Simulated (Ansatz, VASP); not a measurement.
**One calculation of Bi2Te3, two programs**

INCAR

```
ALGO = Normal
EDIFF = 1E-6
ENCUT = 520
GGA = PE
ISIF = 2
ISMEAR = -1
LASPH = True
LCHARG = True
LELF = True
LREAL = False
LVHAR = True
LWAVE = False
NBANDS = 32
NELM = 100
PREC = Accurate
SIGMA = 0.05
```

File KPOINTS:

```
k-points
0
Gamma
  7 7 7
```

File POSCAR:

```
Bi2Te3
1.0
    2.1930000000      1.2661291403     10.1656666667
   -2.1930000000      1.2661291403     10.1656666667
    0.0000000000     -2.5322582807     10.1656666667
Bi Te
2 3
Direct
    0.6053920000      0.6019640000      0.5934390000
    0.3995250000      0.4038230000      0.3970330000
    0.7946950000      0.7851570000      0.7925540000
    0.2116570000      0.2085570000      0.2061240000
    0.0036430000      0.0033800000     -0.0061640000
```

File input.yaml:

```yaml
crystal:
  lattice:
    - [2.193, 1.2661291403, 10.1656666667]
    - [-2.193, 1.2661291403, 10.1656666667]
    - [0.0, -2.5322582807, 10.1656666667]
  atoms:
    - { symbol: Bi, position: [0.605392, 0.601964, 0.593439] }
    - { symbol: Bi, position: [0.399525, 0.403823, 0.397033] }
    - { symbol: Te, position: [0.794695, 0.785157, 0.792554] }
    - { symbol: Te, position: [0.211657, 0.208557, 0.206124] }
    - { symbol: Te, position: [0.003643, 0.00338, -0.006164] }
hamiltonian:
  xc: pbe
  pseudopotentials: { kind: paw }
kpoints:
  mp_grid: { grid: [7, 7, 7] }
scf:
  occupations: { method: fermi_dirac, width: 0.05 }
output:
  forces: true
  stress: true
  eigenvalues: true
```

Change from the starting cell: atoms moved at random, drawn with an rms of 0.05 Å.

Alike in both runs: task single point; functional PBE; k mesh 7 × 7 × 7; occupations fermi-dirac, width 0.05 eV; no spin polarisation.

|  | VASP | Ansatz |
| --- | --- | --- |
| version | VASP 6.6.1 | Ansatz 0.2.0 |
| potentials or method | VASP PAW PBE potentials, release 64 (Bi_d, Te) | Ansatz PAW |
| plane-wave cutoff (eV) | 520 | 420 |
| valence electrons in the cell | 48 | 78 |

Ansatz gave:

| Property | Result |
| --- | --- |
| gap on the k mesh at the Fermi level (eV) | 0.30 |
| least direct gap on the mesh (eV) | 0.30 |
| pressure (GPa) | 1.7 |
| traceless stress, the component that is largest in VASP (GPa) | -0.20 |
| rms of the force components (eV/Å) | 0.085 |

**Question.** What did VASP give for the same quantities?

**Answer.** gap on the k mesh at the Fermi level (eV): 0.29; least direct gap on the mesh (eV): 0.29; pressure (GPa): 1.7; traceless stress, the component that is largest in VASP (GPa): -0.20; rms of the force components (eV/Å): 0.081.

Atom by atom the forces differ by 0.006 eV/Å (rms over components). VASP's potentials hold 48 valence electrons a cell and Ansatz's 78, so a difference there can come from the potentials and not from the codes.

Spin-orbit coupling is off throughout. Noted on Ansatz's run: odd divisions of the mesh miss points on the zone boundary, where band edges often lie, so the gap on the mesh can be too wide.
